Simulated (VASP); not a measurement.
# Al3Cu (P4/mmm) in VASP: further runs

Runs on Al3Cu. Level: PBEsol. Tasks: single point.

All numbers are computed with VASP 6.6.1; they aren't measurements. Logs are shortened: lines on timing, memory, paths and dates and some standing lists are left out, and cuts for length are marked.

## (1) The cell of the first run

Symmetry: P4/mmm, No. 123, tetragonal system. Conventional cell: a = 2.994 Å, b = 2.994 Å, c = 6.552 Å, α = 90.00°, β = 90.00°, γ = 90.00°. Al (site symmetry 4/mmm) has 12 Al at 2.80 to 2.99 Å and 2 Cu at 3.28 Å within 3.7 Å. Al (site symmetry 4mm) has 4 Cu at 2.56 Å and 9 Al at 2.80 to 2.99 Å within 3.4 Å. Within 3.4 Å of Cu (site symmetry 4/mmm) lie 10 Al at 2.56 to 3.28 Å and 4 Cu at 2.99 Å.

## (2) Single point, PBEsol

Input file INCAR:

```
SYSTEM = Al3Cu
ALGO = Fast ; EDIFF = 1E-6
ENCUT = 520 ; GGA = PS
ISIF = 2 ; ISMEAR = 0
LASPH = .True. ; LCHARG = .False.
LREAL = .False. ; LWAVE = .False.
NBANDS = 18 ; NELM = 60
PREC = Accurate ; SIGMA = 0.15
```

Input file KPOINTS:

```
k-points
0
Gamma
  18 18 8
  0 0 0
```

Input file POSCAR:

```
Al3Cu
1.0
    2.9943227518      0.0000000000      0.0000000000
    0.0000000000      2.9943227518      0.0000000000
    0.0000000000      0.0000000000      6.5520298245
Al Cu
3 1
Direct
    0.0000000000      0.0000000000      0.5000000000
    0.5000000000      0.5000000000      0.2206884206
    0.5000000000      0.5000000000      0.7793115794
    0.0000000000      0.0000000000      0.0000000000
```

Potentials or basis: VASP PAW PBE potentials, release 64 (Al, Cu).

Launch:

```
cat potpaw_PBE.64/Al/POTCAR potpaw_PBE.64/Cu/POTCAR > POTCAR
mpirun -np 1 vasp_std > vasp.out
```

OUTCAR:

```text
SYSTEM = Al3Cu
   EDIFF = 1E-6
   ENCUT = 520
   GGA = PS
   ISIF = 2
   ISMEAR = 0
   LASPH = .True.
   LREAL = .False.
   NELM = 60
   PREC = Accurate

 ion  position               nearest neighbor table
   1  0.000  0.000  0.500-   2 2.80   3 2.80   2 2.80   3 2.80   2 2.80   3 2.80   2 2.80   3 2.80

   2  0.500  0.500  0.221-   4 2.56   4 2.56   4 2.56   4 2.56   1 2.80   1 2.80   1 2.80   1 2.80
                             3 2.89
   3  0.500  0.500  0.779-   4 2.56   4 2.56   4 2.56   4 2.56   1 2.80   1 2.80   1 2.80   1 2.80
                             2 2.89
   4  0.000  0.000  0.000-   2 2.56   3 2.56   2 2.56   3 2.56   2 2.56   3 2.56   2 2.56   3 2.56

  LATTYP: Found a simple tetragonal cell.
 ALAT       =     2.9943227518
 C/A-ratio  =     2.1881508333

  Lattice vectors:

 A1 = (   2.9943227518,   0.0000000000,   0.0000000000)
 A2 = (   0.0000000000,   2.9943227518,   0.0000000000)
 A3 = (   0.0000000000,   0.0000000000,   6.5520298245)

Analysis of symmetry for initial positions (statically):
=====================================================================
 Subroutine PRICEL returns:
 Original cell was already a primitive cell.

 Routine SETGRP: Setting up the symmetry group for a
 simple tetragonal supercell.

 Subroutine GETGRP returns: Found 16 space group operations
 (whereof 16 operations were pure point group operations)
 out of a pool of 16 trial point group operations.

The static configuration has the point symmetry D_4h.

Analysis of symmetry for dynamics (positions and initial velocities):
=====================================================================
 Subroutine PRICEL returns:
 Original cell was already a primitive cell.

 Routine SETGRP: Setting up the symmetry group for a
 simple tetragonal supercell.

 Subroutine GETGRP returns: Found 16 space group operations
 (whereof 16 operations were pure point group operations)
 out of a pool of 16 trial point group operations.

The dynamic configuration has the point symmetry D_4h.

 Subroutine INISYM returns: Found 16 space group operations
 (whereof 16 operations are pure point group operations),
 and found     1 'primitive' translations

----------------------------------------------------------------------------------------

                                     Primitive cell

  volume of cell :      58.7453

  direct lattice vectors                    reciprocal lattice vectors
     2.994322752  0.000000000  0.000000000     0.333965335  0.000000000  0.000000000
     0.000000000  2.994322752  0.000000000     0.000000000  0.333965335  0.000000000
     0.000000000  0.000000000  6.552029824     0.000000000  0.000000000  0.152624458

  length of vectors
     2.994322752  2.994322752  6.552029824     0.333965335  0.333965335  0.152624458

  position of ions in fractional coordinates (direct lattice)
     0.000000000  0.000000000  0.500000000
     0.500000000  0.500000000  0.220688421
     0.500000000  0.500000000  0.779311579
     0.000000000  0.000000000  0.000000000

  ion indices of the primitive-cell ions
   primitive index   ion index
                 1           1
                 2           2
                 3           3
                 4           4

----------------------------------------------------------------------------------------

 KPOINTS: k-points

Automatic generation of k-mesh.
 Grid dimensions read from file:
 generate k-points for:   18   18    8

 Generating k-lattice:

  Cartesian coordinates                     Fractional coordinates (reciprocal lattice)
     0.018553630  0.000000000  0.000000000     0.055555556  0.000000000  0.000000000
     0.000000000  0.018553630  0.000000000     0.000000000  0.055555556  0.000000000
     0.000000000  0.000000000  0.019078057     0.000000000  0.000000000  0.125000000

  Length of vectors
     0.018553630  0.018553630  0.019078057

  Shift w.r.t. Gamma in fractional coordinates (k-lattice)
     0.000000000  0.000000000  0.000000000

 Subroutine IBZKPT returns following result:
 ===========================================

 Found    275 irreducible k-points:

 Following reciprocal coordinates:
            Coordinates               Weight
  0.000000  0.000000  0.000000      1.000000
  0.055556  0.000000  0.000000      4.000000
  0.111111  0.000000  0.000000      4.000000
  0.166667  0.000000  0.000000      4.000000
  0.222222  0.000000  0.000000      4.000000
  0.277778  0.000000  0.000000      4.000000
[... 16 lines left out ...]
  0.277778  0.111111  0.000000      8.000000
  0.333333  0.111111  0.000000      8.000000
 [... further k-points ...]
   k-points           NKPTS =    275   k-points in BZ     NKDIM =    275   number of bands    NBANDS=     18
   number of dos      NEDOS =    301   number of ions     NIONS =      4
   total plane-waves  NPLWV =  28800
   dimension x,y,z NGX =    24 NGY =   24 NGZ =   50
   dimension x,y,z NGXF=    48 NGYF=   48 NGZF=  100
   ions per type =               3   1
   NGX,Y,Z   is equivalent  to a cutoff of  13.32, 13.32, 12.69 a.u.
   NGXF,Y,Z  is equivalent  to a cutoff of  26.65, 26.65, 25.37 a.u.
 SYSTEM =  Al3Cu
   PREC   = accura    normal or accurate (medium, high low for compatibility)
   ISTART =      0    job   : 0-new  1-cont  2-samecut
   ICHARG =      2    charge: 1-file 2-atom 10-const
   ISPIN  =      1    spin polarized calculation?
   LNONCOLLINEAR =      F non collinear calculations
   LSORBIT =      F    spin-orbit coupling
   LASPH  =      T    aspherical Exc in radial PAW
   ENCUT  =  520.0 eV  38.22 Ry    6.18 a.u.   5.57  5.57 12.18*2*pi/ulx,y,z
   NELM   =     60;   NELMIN=  2; NELMDL= -5     # of ELM steps
   EDIFF  = 0.1E-05   stopping-criterion for ELM
   LREAL  =      F    real-space projection
   EDIFFG = 0.1E-04   stopping-criterion for IOM
   NSW    =      0    number of steps for IOM
   IBRION =     -1    ionic relax: 0-MD 1-quasi-New 2-CG
   NFREE  =      0    steps in history (QN), initial steepest desc. (CG)
   ISIF   =      2    stress and relaxation
   ISYM   =      2    0-nonsym 1-usesym 2-fastsym
   POTIM  = 0.5000    time-step for ionic-motion
   TEBEG  =    0.0;   TEEND  =   0.0 temperature during run
   PSTRESS=    0.0 pullay stress
   NELECT =      20.0000    total number of electrons
   NUPDOWN=      -1.0000    fix difference up-down
   EMIN   =  10.00;   EMAX   =-10.00  energy-range for DOS
   EFERMI =   0.00;   METHOD = LEGACY
   ISMEAR =     0;   SIGMA  =   0.15  broadening in eV -4-tet -1-fermi 0-gaus
   EFERMI_NEDOS =   21; number of points for ismear=-14 and -15
   IALGO  =     68    algorithm
   IMIX   =      4    mixing-type and parameters
     AMIX     =   0.40;   BMIX     =  1.00
     AMIX_MAG =   1.60;   BMIX_MAG =  1.00
  volume/ion in A,a.u.               =      14.69        99.11
  Fermi-wavevector in a.u.,A,eV,Ry     =   1.143125  2.160193 17.779212  1.306735
  Thomas-Fermi vector in A             =   2.279821
   LORBIT       =      0    0 simple, 1 ext, 2 COOP (PROOUT), +10 PAW based schemes
   GGA     = PS    functional components
   LHFCALC =     F    Hartree Fock is set to
   AEXX    =    0.0000 exact exchange contribution
   IVDW    =     0    specifies the selected vdW correction
   LEPSILON=     F    determine dielectric tensor
   LRPA    =     F    only Hartree local field effects (RPA)
 non-spin polarized calculation
 RMM-DIIS sequential band-by-band and
 Gauss-broadening in eV      SIGMA  =   0.15
  energy-cutoff  :      520.00
  volume of cell :       58.75
 maximum number of plane-waves:      1617
 NGX is ok and might be reduce to    24

 number of electron      20.0000010 magnetization

 Free energy of the ion-electron system (eV)
  ---------------------------------------------------
  ext. energy  EPLUGINS =         0.00000000
  ---------------------------------------------------
  free energy    TOTEN  =       -16.63641469 eV

  energy without entropy =      -16.62203782  energy(sigma->0) =      -16.62922626

 E-fermi :   8.4836     XC(G=0): -10.9455

 val. band max:        8.4683505774   @ k =   0.1667   0.1111   0.2500
 cond. band min:       8.4839589835   @ k =   0.4444   0.3889   0.2500
 fundamental gap:      0.0156084061
 Fermi energy:         8.4835954530

 k-point     1 :       0.0000    0.0000    0.0000
  band No.  band energies     occupation
      1      -2.8025      2.00000
      2       0.5556      2.00000
      3       0.5890      2.00000
      4       3.9472      2.00000
      5       4.4886      2.00000
      6       4.6527      2.00000
[... 10 lines left out ...]
     17      15.7635      0.00000
     18      15.7650      0.00000

 k-point     2 :       0.0556    0.0000    0.0000
  band No.  band energies     occupation
      1      -2.7509      2.00000
      2       0.5998      2.00000
      3       0.6397      2.00000
      4       3.9534      2.00000
      5       4.4954      2.00000
      6       4.6387      2.00000
[... 10 lines left out ...]
     17      15.8034      0.00000
     18      16.6528      0.00000

 k-point     3 :       0.1111    0.0000    0.0000
  band No.  band energies     occupation
      1      -2.5961      2.00000
      2       0.7318      2.00000
      3       0.7913      2.00000
      4       3.9694      2.00000
      5       4.5141      2.00000
      6       4.5993      2.00000
[... 10 lines left out ...]
     17      15.9233      0.00000
     18      17.1687      0.00000

 k-point     4 :       0.1667    0.0000    0.0000
  band No.  band energies     occupation
      1      -2.3391      2.00000
      2       0.9488      2.00000
      3       1.0422      2.00000
      4       3.9862      2.00000
      5       4.5398      2.00000
      6       4.5418      2.00000
[... 375 lines left out ...]
      4       4.0363      2.00000
      5       4.4386      2.00000
      6       4.5716      2.00000
[... 10 lines left out ...]
     17      18.0090      0.00000
     18      19.2619      0.00000

 k-point    23 :       0.2778    0.1111    0.0000
  band No.  band energies     occupation
      1      -1.3223      2.00000
      2       1.7704      2.00000
      3       2.0106      2.00000
      4       3.9674      2.00000
      5       4.3688      2.00000
      6       4.5418      2.00000
[... 10 lines left out ...]
     17      17.9771      0.00000
     18      18.5165      0.00000

 k-point    24 :       0.3333    0.1111    0.0000
  band No.  band energies     occupation
      1      -0.7710      2.00000
      2       2.1721      2.00000
      3       2.5088      2.00000
      4       3.6897      2.00000
      5       4.3066      2.00000
      6       4.5205      2.00000
[... 10 lines left out ...]
     17      16.8990      0.00000
     18      17.2221      0.00000

 [... further k-points ...]

------------------------ aborting loop because EDIFF is reached ----------------------------------------

  FORCE on cell =-STRESS in cart. coord.  units (eV):
  Direction    XX          YY          ZZ          XY          YZ          ZX
  --------------------------------------------------------------------------------------
  -------------------------------------------------------------------------------------
  Total       -1.2929668     -1.2929668      1.4124087      0.0000000      0.0000000      0.0000000
  in kB      -35.2634563    -35.2634563     38.5210293      0.0000000      0.0000000      0.0000000
  external PRESSURE =     -10.6686278 kB  Pullay stress =       0.0000000 kB

 VOLUME and BASIS-vectors are now :
 -----------------------------------------------------------------------------
  energy-cutoff  :      520.00
  volume of cell :       58.75
      direct lattice vectors                 reciprocal lattice vectors
     2.994322752  0.000000000  0.000000000     0.333965335  0.000000000  0.000000000
     0.000000000  2.994322752  0.000000000     0.000000000  0.333965335  0.000000000
     0.000000000  0.000000000  6.552029824     0.000000000  0.000000000  0.152624458

 POSITION                                       TOTAL-FORCE (eV/Angst)
 -----------------------------------------------------------------------------------
      0.00000      0.00000      3.27601         0.000000     -0.000000      0.000000
      1.49716      1.49716      1.44596         0.000000      0.000000      0.110637
      1.49716      1.49716      5.10607        -0.000000      0.000000     -0.110637
      0.00000      0.00000      0.00000         0.000000     -0.000000      0.000000
 -----------------------------------------------------------------------------------
    total drift:                                0.000000      0.000000      0.000000

  FREE ENERGIE OF THE ION-ELECTRON SYSTEM (eV)
  ---------------------------------------------------
  free  energy   TOTEN  =       -16.6364146934 eV

  energy  without entropy=      -16.6220378183  energy(sigma->0) =      -16.62922626
```

It took 6.5 min on 1 thread of Intel Xeon 8259CL, shared host; peak memory 0.39 GiB.

What came out:

```yaml
Free_energy: -16.6364 eV
Pressure: -1.1 GPa
Largest_force: 0.111 eV/Å
Band_gap_on_the_k_mesh: zero (bands 10 and 11 overlap by 6.66 eV)
```

Forces on the atoms (eV/Å):
```
Al   0.000  0.000  0.000
Al   0.000  0.000  0.111
Al   0.000  0.000 -0.111
Cu   0.000  0.000  0.000
```

Stress tensor (GPa, compression positive):
```
-3.53  0.00  0.00
 0.00 -3.53  0.00
 0.00  0.00  3.85
```

Levels at points of the mesh, in eV from the Fermi level:
```tsv
k point	band 7	band 8	band 9	band 10	band 11	band 12	band 13	band 14
(0.00, 0.00, 0.00)	-3.83	-3.62	1.38	3.60	3.90	3.90	4.89	7.12
(0.50, 0.00, 0.00)	-4.04	-3.75	-3.41	-2.19	-1.94	5.20	6.00	6.25
(0.50, 0.50, 0.00)	-3.23	-1.69	-1.66	-0.20	-0.20	0.11	0.54	0.54
(0.00, 0.00, 0.50)	-3.62	-3.44	-2.37	4.72	4.72	4.80	4.80	4.95
(0.50, 0.00, 0.50)	-4.04	-3.75	-2.95	-0.23	0.52	1.06	2.09	8.14
(0.50, 0.50, 0.50)	-2.77	-2.20	-2.20	-1.81	-1.80	-0.59	0.28	3.70
```

Caveat: the stress differs along the axes, from -4 to 4 GPa; the PAW data sets were made with another functional, which shifts forces and pressure a little.

## (3) Single point, PBEsol

This run uses another cell than the first one, of the same volume but with other edges.

Input file INCAR:

```
ALGO = Fast
EDIFF = 1E-7
ENCUT = 520
GGA = PS
ISIF = 2
ISMEAR = 0
LASPH = T
LCHARG = F
LREAL = F
LWAVE = F
NBANDS = 18
NELM = 80
PREC = Accurate
SIGMA = 0.15
```

Input file KPOINTS:

```
k-points
0
Gamma
  18 18 8
```

Input file POSCAR:

```
Al3Cu
1.0
    2.5469132637      0.0000000000      0.0000000000
    0.0000000000      2.5469132637      0.0000000000
    0.0000000000      0.0000000000      9.0561743680
Al Cu
3 1
Direct
    0.0000000000      0.0000000000      0.5000000000
    0.5000000000      0.5000000000      0.2206884206
    0.5000000000      0.5000000000      0.7793115794
    0.0000000000      0.0000000000      0.0000000000
```

Potentials or basis: VASP PAW PBE potentials, release 64 (Al, Cu).

Launch:

```
cat potpaw_PBE.64/Al/POTCAR potpaw_PBE.64/Cu/POTCAR > POTCAR
mpirun -np 1 vasp_std > vasp.out
```

It took 7.6 min on 1 thread of Intel Xeon 8259CL, shared host; peak memory 0.38 GiB.

The run converged. Its results:

| Property | Result |
| --- | --- |
| Free energy | -16.0191 eV |
| Pressure | 6.5 GPa |
| Largest force | 0.107 eV/Å |
| Band gap on the k mesh | zero (bands 10 and 11 overlap by 3.69 eV) |

Forces on the atoms (eV/Å):
```
Al   0.000  0.000  0.000
Al   0.000  0.000  0.107
Al   0.000  0.000 -0.107
Cu   0.000  0.000  0.000
```

Stress tensor (GPa, compression positive):
```
 15.11   0.00   0.00
  0.00  15.11   0.00
  0.00   0.00 -10.58
```

Levels at points of the mesh, in eV from the Fermi level:
| k point | band 7 | band 8 | band 9 | band 10 | band 11 | band 12 | band 13 | band 14 |
| --- | --- | --- | --- | --- | --- | --- | --- | --- |
| (0.00, 0.00, 0.00) | -3.20 | -3.20 | -2.72 | -2.55 | 4.30 | 5.72 | 8.44 | 9.17 |
| (0.50, 0.00, 0.00) | -3.69 | -3.32 | -3.08 | -2.47 | -1.44 | 1.25 | 1.58 | 2.52 |
| (0.50, 0.50, 0.00) | -0.99 | 0.94 | 0.94 | 0.94 | 0.94 | 1.25 | 1.36 | 1.62 |
| (0.00, 0.00, 0.50) | -3.20 | -3.20 | -2.72 | -0.41 | 1.16 | 8.41 | 9.22 | 9.59 |
| (0.50, 0.00, 0.50) | -3.32 | -3.08 | -2.40 | -2.16 | -1.15 | -0.54 | 0.19 | 5.22 |
| (0.50, 0.50, 0.50) | -0.55 | -0.41 | -0.41 | 1.12 | 1.23 | 1.88 | 2.66 | 2.66 |

Caveat: the stress differs along the axes, from -11 to 15 GPa; the PAW data sets were made with another functional, which shifts forces and pressure a little.
